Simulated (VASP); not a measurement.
# NaHF2 (R-3m) in VASP: single point with LDA

Aim: the single point of NaHF2 with LDA.

All numbers are computed with VASP 6.6.1; they aren't measurements. Logs are shortened: lines on timing, memory, paths and dates and some standing lists are left out, and cuts for length are marked.

**1. The cell of the first run**

Symmetry: R-3m, No. 166, trigonal system. The conventional cell has a = 3.474 Å, b = 3.474 Å, c = 13.750 Å, α = 90.00°, β = 90.00°, γ = 120.00°. Na (site symmetry -3m) has 6 F at 2.32 Å and 6 H at 3.05 Å within 3.1 Å. Within 1.5 Å of H (site symmetry -3m) lie 2 F at 1.13 Å. Within 1.5 Å of F (site symmetry 3m) lie 1 H at 1.13 Å.

**2. Single point, LDA**

File INCAR:

```
SYSTEM = NaHF2
PREC = Accurate
ENCUT = 600
EDIFF = 1E-6
ISMEAR = 0
SIGMA = 0.01
LREAL = .FALSE.
LASPH = .TRUE.
NELM = 120
ALGO = Normal
ISIF = 2
LWAVE = .FALSE.
LCHARG = .TRUE.
GGA = CA
LELF = .TRUE.
LVHAR = .TRUE.
NBANDS = 19
GGA_COMPAT = .FALSE.
```

File KPOINTS:

```
regular mesh
0
G
  5 5 5
  0 0 0
```

File POSCAR:

```
NaHF2
1.0
    5.0029830000      0.0000000000      0.0000000000
    3.7968348729      3.2578956162      0.0000000000
    3.7968348729      1.4056758749      2.9390405204
Na H F
1 1 2
Direct
    0.0000000000      0.0000000000      0.0000000000
    0.5000000000      0.5000000000      0.5000000000
    0.4176000000      0.4176000000      0.4176000000
    0.5824000000      0.5824000000      0.5824000000
```

Potentials or basis: VASP PAW LDA potentials, release 64 (Na_pv, H, F).

Command:

```
$ cat potpaw_LDA.64/Na_pv/POTCAR potpaw_LDA.64/H/POTCAR potpaw_LDA.64/F/POTCAR > POTCAR
$ mpirun -np 1 vasp_std > vasp.out
```

OUTCAR:

```text
SYSTEM = NaHF2
   PREC = Accurate
   ENCUT = 600
   EDIFF = 1E-6
   ISMEAR = 0
   LREAL = .FALSE.
   LASPH = .TRUE.
   NELM = 120
   ISIF = 2
   GGA = CA

 ion  position               nearest neighbor table
   1  0.000  0.000  0.000-   4 2.32   3 2.32   3 2.32   4 2.32   3 2.32   4 2.32
   2  0.500  0.500  0.500-   3 1.13   4 1.13
   3  0.418  0.418  0.418-   2 1.13   1 2.32   1 2.32   1 2.32
   4  0.582  0.582  0.582-   2 1.13   1 2.32   1 2.32   1 2.32

  LATTYP: Found a trigonal (rhomboedric) cell.
 ALAT       =     5.0029830000
 COS(alpha) =     0.7589142064

  Lattice vectors:

 A1 = (   5.0029830000,   0.0000000000,   0.0000000000)
 A2 = (   3.7968348729,   3.2578956162,   0.0000000000)
 A3 = (   3.7968348729,   1.4056758749,   2.9390405204)

Analysis of symmetry for initial positions (statically):
=====================================================================
 Subroutine PRICEL returns:
 Original cell was already a primitive cell.

 Routine SETGRP: Setting up the symmetry group for a
 trigonal (rhombohedral) supercell.

 Subroutine GETGRP returns: Found 12 space group operations
 (whereof 12 operations were pure point group operations)
 out of a pool of 12 trial point group operations.

The static configuration has the point symmetry D_3d.

Analysis of symmetry for dynamics (positions and initial velocities):
=====================================================================
 Subroutine PRICEL returns:
 Original cell was already a primitive cell.

 Routine SETGRP: Setting up the symmetry group for a
 trigonal (rhombohedral) supercell.

 Subroutine GETGRP returns: Found 12 space group operations
 (whereof 12 operations were pure point group operations)
 out of a pool of 12 trial point group operations.

The dynamic configuration has the point symmetry D_3d.

 Subroutine INISYM returns: Found 12 space group operations
 (whereof 12 operations are pure point group operations),
 and found     1 'primitive' translations

----------------------------------------------------------------------------------------

                                     Primitive cell

  volume of cell :      47.9040

  direct lattice vectors                    reciprocal lattice vectors
     5.002983000  0.000000000  0.000000000     0.199880751 -0.232946139 -0.146805543
     3.796834873  3.257895616  0.000000000     0.000000000  0.306946605 -0.146805543
     3.796834873  1.405675875  2.939040520     0.000000000  0.000000000  0.340247095

  length of vectors
     5.002983000  5.002983000  5.002983000     0.340247095  0.340247095  0.340247095

  position of ions in fractional coordinates (direct lattice)
     0.000000000  0.000000000  0.000000000
     0.500000000  0.500000000  0.500000000
     0.417600000  0.417600000  0.417600000
     0.582400000  0.582400000  0.582400000

  ion indices of the primitive-cell ions
   primitive index   ion index
                 1           1
                 2           2
                 3           3
                 4           4

----------------------------------------------------------------------------------------

 KPOINTS: regular mesh

Automatic generation of k-mesh.
 Grid dimensions read from file:
 generate k-points for:    5    5    5

 Generating k-lattice:

  Cartesian coordinates                     Fractional coordinates (reciprocal lattice)
     0.039976150 -0.046589228 -0.029361109     0.200000000  0.000000000  0.000000000
     0.000000000  0.061389321 -0.029361109     0.000000000  0.200000000  0.000000000
     0.000000000  0.000000000  0.068049419     0.000000000  0.000000000  0.200000000

  Length of vectors
     0.068049419  0.068049419  0.068049419

  Shift w.r.t. Gamma in fractional coordinates (k-lattice)
     0.000000000  0.000000000  0.000000000

 Subroutine IBZKPT returns following result:
 ===========================================

 Found     19 irreducible k-points:

 Following reciprocal coordinates:
            Coordinates               Weight
  0.000000  0.000000  0.000000      1.000000
  0.200000  0.000000  0.000000      6.000000
  0.400000  0.000000  0.000000      6.000000
  0.200000  0.200000  0.000000      6.000000
  0.400000  0.200000  0.000000     12.000000
 -0.400000  0.200000 -0.000000     12.000000
[... 11 lines left out ...]
  0.400000  0.400000  0.400000      2.000000
 -0.400000  0.400000  0.400000      6.000000
   k-points           NKPTS =     19   k-points in BZ     NKDIM =     19   number of bands    NBANDS=     19
   number of dos      NEDOS =    301   number of ions     NIONS =      4
   total plane-waves  NPLWV =  64000
   dimension x,y,z NGX =    40 NGY =   40 NGZ =   40
   dimension x,y,z NGXF=    80 NGYF=   80 NGZF=   80
   ions per type =               1   1   2
   NGX,Y,Z   is equivalent  to a cutoff of  13.29, 13.29, 13.29 a.u.
   NGXF,Y,Z  is equivalent  to a cutoff of  26.58, 26.58, 26.58 a.u.
 SYSTEM =  NaHF2
   PREC   = accura    normal or accurate (medium, high low for compatibility)
   ISTART =      0    job   : 0-new  1-cont  2-samecut
   ICHARG =      2    charge: 1-file 2-atom 10-const
   ISPIN  =      1    spin polarized calculation?
   LNONCOLLINEAR =      F non collinear calculations
   LSORBIT =      F    spin-orbit coupling
   LASPH  =      T    aspherical Exc in radial PAW
   ENCUT  =  600.0 eV  44.10 Ry    6.64 a.u.   9.99  9.99  9.99*2*pi/ulx,y,z
   NELM   =    120;   NELMIN=  2; NELMDL= -5     # of ELM steps
   EDIFF  = 0.1E-05   stopping-criterion for ELM
   LREAL  =      F    real-space projection
   EDIFFG = 0.1E-04   stopping-criterion for IOM
   NSW    =      0    number of steps for IOM
   IBRION =     -1    ionic relax: 0-MD 1-quasi-New 2-CG
   NFREE  =      0    steps in history (QN), initial steepest desc. (CG)
   ISIF   =      2    stress and relaxation
   ISYM   =      2    0-nonsym 1-usesym 2-fastsym
   POTIM  = 0.5000    time-step for ionic-motion
   TEBEG  =    0.0;   TEEND  =   0.0 temperature during run
   PSTRESS=    0.0 pullay stress
   NELECT =      22.0000    total number of electrons
   NUPDOWN=      -1.0000    fix difference up-down
   EMIN   =  10.00;   EMAX   =-10.00  energy-range for DOS
   EFERMI =   0.00;   METHOD = LEGACY
   ISMEAR =     0;   SIGMA  =   0.01  broadening in eV -4-tet -1-fermi 0-gaus
   EFERMI_NEDOS =   21; number of points for ismear=-14 and -15
   IALGO  =     38    algorithm
   IMIX   =      4    mixing-type and parameters
     AMIX     =   0.40;   BMIX     =  1.00
     AMIX_MAG =   1.60;   BMIX_MAG =  1.00
  volume/ion in A,a.u.               =      11.98        80.82
  Fermi-wavevector in a.u.,A,eV,Ry     =   1.263063  2.386844 21.705769  1.595329
  Thomas-Fermi vector in A             =   2.396439
   LORBIT       =      0    0 simple, 1 ext, 2 COOP (PROOUT), +10 PAW based schemes
   GGA     = CA    functional components
   LHFCALC =     F    Hartree Fock is set to
   AEXX    =    0.0000 exact exchange contribution
   IVDW    =     0    specifies the selected vdW correction
   LEPSILON=     F    determine dielectric tensor
   LRPA    =     F    only Hartree local field effects (RPA)
 non-spin polarized calculation
 Gauss-broadening in eV      SIGMA  =   0.01
  energy-cutoff  :      600.00
  volume of cell :       47.90
 maximum number of plane-waves:      1610
   NGX = 19   NGY = 19   NGZ = 19

 number of electron      22.0000001 magnetization

 Free energy of the ion-electron system (eV)
  ---------------------------------------------------
  ext. energy  EPLUGINS =         0.00000000
  ---------------------------------------------------
  free energy    TOTEN  =       -18.74106549 eV

  energy without entropy =      -18.74106549  energy(sigma->0) =      -18.74106549

 E-fermi :  -4.2106     XC(G=0):  -8.8092

 val. band max:       -4.2811346864   @ k =   0.4000   0.4000   0.4000
 cond. band min:       2.3199456265   @ k =   0.0000   0.0000   0.0000
 fundamental gap:      6.6010803129
 Fermi energy:        -4.2106363235

 k-point     1 :       0.0000    0.0000    0.0000
  band No.  band energies     occupation
      1     -24.4288      2.00000
      2     -23.3469      2.00000
      3     -22.5666      2.00000
      4     -22.5666      2.00000
      5     -22.2713      2.00000
      6      -9.2313      2.00000
[... 11 lines left out ...]
     18      16.4023      0.00000
     19      16.4023      0.00000

 k-point     2 :       0.2000    0.0000    0.0000
  band No.  band energies     occupation
      1     -24.4385      2.00000
      2     -23.2651      2.00000
      3     -22.5731      2.00000
      4     -22.5380      2.00000
      5     -22.3551      2.00000
      6      -9.1069      2.00000
[... 11 lines left out ...]
     18      14.5485      0.00000
     19      15.7596      0.00000

 k-point     3 :       0.4000    0.0000    0.0000
  band No.  band energies     occupation
      1     -24.4531      2.00000
      2     -23.0819      2.00000
      3     -22.5835      2.00000
      4     -22.5677      2.00000
      5     -22.4657      2.00000
      6      -8.8938      2.00000
[... 11 lines left out ...]
     18      14.7488      0.00000
     19      15.2006      0.00000

 k-point     4 :       0.2000    0.2000    0.0000
  band No.  band energies     occupation
      1     -24.4185      2.00000
      2     -23.3012      2.00000
      3     -22.5732      2.00000
      4     -22.5460      2.00000
      5     -22.3350      2.00000
      6      -9.0519      2.00000
[... 11 lines left out ...]
     18      14.4455      0.00000
     19      16.4821      0.00000

 k-point     5 :       0.4000    0.2000    0.0000
  band No.  band energies     occupation
      1     -24.3995      2.00000
      2     -23.2636      2.00000
      3     -22.5966      2.00000
      4     -22.5257      2.00000
      5     -22.3732      2.00000
      6      -8.8709      2.00000
[... 11 lines left out ...]
     18      14.6548      0.00000
     19      15.6841      0.00000

 k-point     6 :      -0.4000    0.2000   -0.0000
  band No.  band energies     occupation
      1     -24.4065      2.00000
      2     -23.2005      2.00000
      3     -22.6079      2.00000
      4     -22.5149      2.00000
      5     -22.4153      2.00000
      6      -8.8159      2.00000
[... 11 lines left out ...]
     18      14.6034      0.00000
     19      15.4369      0.00000

 k-point     7 :      -0.2000    0.2000   -0.0000
  band No.  band energies     occupation
      1     -24.4316      2.00000
      2     -23.2009      2.00000
      3     -22.5960      2.00000
      4     -22.5091      2.00000
      5     -22.4143      2.00000
      6      -8.9672      2.00000
[... 11 lines left out ...]
     18      13.9681      0.00000
     19      15.4171      0.00000

 k-point     8 :       0.4000    0.4000    0.0000
  band No.  band energies     occupation
      1     -24.3132      2.00000
      2     -23.4241      2.00000
      3     -22.5993      2.00000
      4     -22.5837      2.00000
      5     -22.2352      2.00000
      6      -8.7766      2.00000
[... 146 lines left out ...]
 k-point    15 :      -0.4000    0.4000    0.2000
  band No.  band energies     occupation
      1     -24.3408      2.00000
      2     -23.3670      2.00000
      3     -22.5974      2.00000
      4     -22.5379      2.00000
      5     -22.3260      2.00000
      6      -8.7041      2.00000
[... 11 lines left out ...]
     18      14.8264      0.00000
     19      16.1996      0.00000

 k-point    16 :      -0.2000    0.4000    0.2000
  band No.  band energies     occupation
      1     -24.3533      2.00000
      2     -23.3263      2.00000
      3     -22.6081      2.00000
      4     -22.5498      2.00000
      5     -22.3089      2.00000
      6      -8.7711      2.00000
[... 11 lines left out ...]
     18      14.9600      0.00000
     19      15.6063      0.00000

 k-point    17 :      -0.4000   -0.4000    0.2000
  band No.  band energies     occupation
      1     -24.3116      2.00000
      2     -23.4135      2.00000
      3     -22.5955      2.00000
      4     -22.5837      2.00000
      5     -22.2568      2.00000
      6      -8.7013      2.00000
[... 11 lines left out ...]
     18      15.4714      0.00000
     19      15.5437      0.00000

 k-point    18 :       0.4000    0.4000    0.4000
  band No.  band energies     occupation
      1     -24.4204      2.00000
      2     -23.2165      2.00000
      3     -22.5666      2.00000
      4     -22.5666      2.00000
      5     -22.4558      2.00000
      6      -8.6729      2.00000
[... 11 lines left out ...]
     18      15.7339      0.00000
     19      15.7339      0.00000

 k-point    19 :      -0.4000    0.4000    0.4000
  band No.  band energies     occupation
      1     -24.3788      2.00000
      2     -23.3011      2.00000
      3     -22.5731      2.00000
      4     -22.5151      2.00000
      5     -22.4367      2.00000
      6      -8.6335      2.00000
[... 11 lines left out ...]
     18      15.5675      0.00000
     19      15.9360      0.00000

------------------------ aborting loop because EDIFF is reached ----------------------------------------

  FORCE on cell =-STRESS in cart. coord.  units (eV):
  Direction    XX          YY          ZZ          XY          YZ          ZX
  --------------------------------------------------------------------------------------
  -------------------------------------------------------------------------------------
  Total       -0.3777473     -0.9045932     -0.9550394      0.2260315      0.0527375      0.1424479
  in kB      -12.6339813    -30.2546485    -31.9418534      7.5597565      1.7638361      4.7642522
  external PRESSURE =     -24.9434944 kB  Pullay stress =       0.0000000 kB

 VOLUME and BASIS-vectors are now :
 -----------------------------------------------------------------------------
  energy-cutoff  :      600.00
  volume of cell :       47.90
      direct lattice vectors                 reciprocal lattice vectors
     5.002983000  0.000000000  0.000000000     0.199880751 -0.232946139 -0.146805543
     3.796834873  3.257895616  0.000000000     0.000000000  0.306946605 -0.146805543
     3.796834873  1.405675875  2.939040520     0.000000000  0.000000000  0.340247095

 POSITION                                       TOTAL-FORCE (eV/Angst)
 -----------------------------------------------------------------------------------
      0.00000      0.00000      0.00000        -0.000000     -0.000000     -0.000000
      6.29833      2.33179      1.46952         0.000000     -0.000000     -0.000000
      5.26036      1.94751      1.22734        -0.414869     -0.153594     -0.096797
      7.33629      2.71606      1.71170         0.414869      0.153594      0.096797
 -----------------------------------------------------------------------------------
    total drift:                               -0.000000     -0.000000     -0.000000

  FREE ENERGIE OF THE ION-ELECTRON SYSTEM (eV)
  ---------------------------------------------------
  free  energy   TOTEN  =       -18.7410654897 eV

  energy  without entropy=      -18.7410654897  energy(sigma->0) =      -18.74106549
```

It took 21 s on 1 thread of Intel Xeon Platinum 8375C at 2.90GHz (Ice Lake), shared host; peak memory 0.19 GiB.

What came out:

```
Free energy            : -18.7411 eV
Pressure               : -2.5 GPa
Largest force          : 0.453 eV/Å
Band gap on the k mesh : 6.60 eV (least direct gap 6.76 eV)
```

Forces on the atoms (eV/Å):
```
Na   0.000  0.000  0.000
H    0.000  0.000  0.000
F   -0.415 -0.154 -0.097
F    0.415  0.154  0.097
```

Caveat: the k points lie up to 0.43 Å⁻¹ apart; an odd mesh through Γ misses points on the zone boundary, where band edges can lie.
